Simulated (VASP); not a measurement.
# NaPtCl3: single point with PBE

The system is NaPtCl3.

```
CELL_PARAMETERS angstrom
4.89600 0.00000 0.00000
0.00000 4.89600 0.00000
0.00000 0.00000 4.89600
ATOMIC_POSITIONS crystal
Na 0.00000 0.00000 0.00000
Pt 0.50000 0.50000 0.50000
Cl 0.00000 0.50000 0.50000
Cl 0.50000 0.50000 0.00000
Cl 0.50000 0.00000 0.50000
```

The cell was built from a structure type or drawn by symmetry, and may not be a known phase.

```
Program             : VASP 6.6.1
Task                : single point
Functional          : PBE
Potentials or basis : VASP PAW PBE potentials, release 64 (Na_pv, Pt, Cl)
Cutoff              : 520 eV
k mesh              : 4 × 4 × 4
Occupations         : gaussian, width 0.1 eV
Spin                : collinear spin
Starting moments    : [0.0, 1.0, 0.0, 0.0, 0.0] μB
```

The pressure is 1.7 GPa, the net moment is 0.52 μB per cell and the site moments are Na -0.00; Pt +0.34; Cl +0.05 μB. The valence electrons inside the program's atomic spheres are Na 5.97; Pt 9.12; Cl 5.09.

Levels at points of the mesh, in eV from the Fermi level:
Spin up:
```csv
k point,band 17,band 18,band 19,band 20,band 21,band 22
"(0.00, 0.00, 0.00)",-3.06,-3.06,-2.44,-2.44,0.91,1.94
"(0.50, 0.00, 0.00)",-2.44,-1.49,-1.49,-1.10,3.95,4.47
"(0.50, 0.50, 0.00)",-1.49,-1.49,-1.35,2.17,4.30,5.92
"(0.50, 0.50, 0.50)",-1.31,-1.31,2.18,2.18,2.78,5.48
```
Spin down:
| k point | band 17 | band 18 | band 19 | band 20 | band 21 | band 22 |
| --- | --- | --- | --- | --- | --- | --- |
| (0.00, 0.00, 0.00) | -2.97 | -2.97 | -2.10 | -2.10 | 1.01 | 1.96 |
| (0.50, 0.00, 0.00) | -2.10 | -1.40 | -1.40 | -0.85 | 3.96 | 4.48 |
| (0.50, 0.50, 0.00) | -1.39 | -1.39 | -1.24 | 2.44 | 4.31 | 5.94 |
| (0.50, 0.50, 0.50) | -1.20 | -1.20 | 2.45 | 2.45 | 2.78 | 5.51 |

It took 52 s on 1 thread of Intel(R) Xeon(R) Platinum 8488C (Sapphire Rapids), on a shared host, peak memory 0.26 GiB.

Caveat: spin-orbit coupling is left out, which moves the levels of the heavy elements.
